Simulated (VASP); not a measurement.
**C: single point with PBE**

The system is C.

```xyz
2
Lattice="0.0000 1.9399 1.5131 1.9399 0.0000 1.5131 1.9399 1.9399 0.0000" Properties=species:S:1:pos:R:3 pbc="T T T"
C     1.9399    1.9399    1.5131
C     2.9099    2.9099    2.2697
```

This cell differs from its parent crystal: ratio of the length along z to the lengths across it x 0.78, volume and fractional coordinates fixed.

| Property | Result |
| --- | --- |
| Program | VASP 6.6.1 |
| Task | single point |
| Functional | PBE |
| Potentials or basis | VASP PAW PBE potentials, release 64 (C) |
| Cutoff | 520 eV |
| k mesh | 12 × 12 × 12 |
| Occupations | gaussian, width 0.05 eV |
| Spin | no spin polarisation |
| Dipole correction | no |
| Further INCAR settings | ALGO = Normal; EDIFF = 1e-06; NBANDS = 11 |

```yaml
Pressure: 1.3 GPa
Band_gap_on_the_k_mesh: zero (band 4 reaches 11.68 eV, above the bottom of band 5 at 10.14 eV)
```

Stress tensor (GPa, compression positive):
```
-53.57   0.00   0.00
  0.00 -53.57   0.00
  0.00   0.00 111.04
```

Levels at points of the mesh, in eV from the Fermi level:
```csv
k point,band 1,band 2,band 3,band 4,band 5,band 6,band 7,band 8,band 9
"(0.00, 0.00, 0.00)",-22.43,-1.99,-1.99,0.92,3.17,6.16,6.16,11.50,18.88
"(0.50, 0.00, 0.00)",-16.40,-14.16,-5.49,-2.22,3.85,6.28,10.90,15.12,21.14
"(0.50, 0.50, 0.00)",-10.99,-10.99,-9.34,-9.34,0.28,0.28,16.06,16.06,23.51
"(0.50, 0.00, 0.50)",-14.87,-14.87,-5.55,-5.55,6.19,6.19,12.98,12.98,19.14
```

It took 13 s on 1 thread of Intel(R) Xeon(R) Platinum 8259CL CPU @ 2.50GHz (Skylake/Cascade Lake), with other jobs on the host, peak memory 0.12 GiB.
